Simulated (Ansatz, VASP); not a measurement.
**ZnS in VASP and in Ansatz**

INCAR

```
SYSTEM = ZnS
ALGO     = Normal         ! electronic algorithm
EDIFF    = 1E-7           ! SCF threshold, eV
ENCUT    = 520            ! plane-wave cutoff, eV
GGA      = PE             ! functional
ISIF     = 2              ! what is computed and relaxed
ISMEAR   = 0              ! smearing method
LASPH    = .True.         ! aspherical terms in the spheres
LCHARG   = .False.        ! write CHGCAR
LREAL    = .False.        ! projectors in reciprocal space
LWAVE    = .False.        ! write WAVECAR
NBANDS   = 46             ! bands
NELM     = 80             ! most SCF steps
PREC     = Accurate       ! precision mode
SIGMA    = 0.05           ! smearing width, eV
```

The input KPOINTS:

```
k-points
0
Gamma
  12 12 4
  0 0 0
```

File POSCAR:

```
ZnS
1.0
    3.8227020304      0.0000000000      0.0000000000
   -1.9113510152      3.3105570694      0.0000000000
    0.0000000000      0.0000000000     12.5200000000
Zn S
4 4
Direct
    0.0000000000      0.0000000000      0.0000000000
    0.0000000000      0.0000000000      0.5000000000
    0.3333333333      0.6666666667      0.2140575080
    0.6666666667      0.3333333333      0.7500000000
    0.0000000000      0.0000000000      0.1875000000
    0.0000000000      0.0000000000      0.6875000000
    0.3333333333      0.6666666667      0.4375000000
    0.6666666667      0.3333333333      0.9375000000
```

Input for Ansatz:

```yaml
crystal:
  lattice:
    - [3.8227020304, 0.0, 0.0]
    - [-1.9113510152, 3.3105570694, 0.0]
    - [0.0, 0.0, 12.52]
  atoms:
    - { symbol: Zn, position: [0.0, 0.0, 0.0] }
    - { symbol: Zn, position: [0.0, 0.0, 0.5] }
    - { symbol: Zn, position: [0.3333333333, 0.6666666667, 0.214057508] }
    - { symbol: Zn, position: [0.6666666667, 0.3333333333, 0.75] }
    - { symbol: S, position: [0.0, 0.0, 0.1875] }
    - { symbol: S, position: [0.0, 0.0, 0.6875] }
    - { symbol: S, position: [0.3333333333, 0.6666666667, 0.4375] }
    - { symbol: S, position: [0.6666666667, 0.3333333333, 0.9375] }
basis:
  ecutwfc: 420
kpoints:
  mp_grid: { grid: [12, 12, 4] }
hamiltonian:
  xc: pbe
scf:
  occupations: { method: gaussian, width: 0.05 }
output:
  forces: true
  stress: true
  eigenvalues: true
```

Alike in both runs: task single point; functional PBE; k mesh 12 × 12 × 4; occupations gaussian, width 0.05 eV; no spin polarisation.

|  | VASP | Ansatz |
| --- | --- | --- |
| version | VASP 6.6.1 | Ansatz 0.2.0 |
| potentials or method | VASP PAW PBE potentials, release 64 (Zn, S), cutoff 520 eV | scalar-relativistic, plane waves, PAW |
| valence electrons in the cell | 72 | 72 |

Ansatz gave:

| Property | Result |
| --- | --- |
| gap on the k mesh at the Fermi level (eV) | 1.19 |
| least direct gap on the mesh (eV) | 1.19 |
| pressure (GPa) | 2.2 |
| traceless stress, the component that is largest in VASP (GPa) | -1.47 |
| rms of the force components (eV/Å) | 0.436 |

Task: Which values does VASP return?

Result: gap on the k mesh at the Fermi level (eV): 1.19; least direct gap on the mesh (eV): 1.19; pressure (GPa): 2.4; traceless stress, the component that is largest in VASP (GPa): -1.50; rms of the force components (eV/Å): 0.438.

Atom by atom the forces differ by 0.003 eV/Å (rms over components).
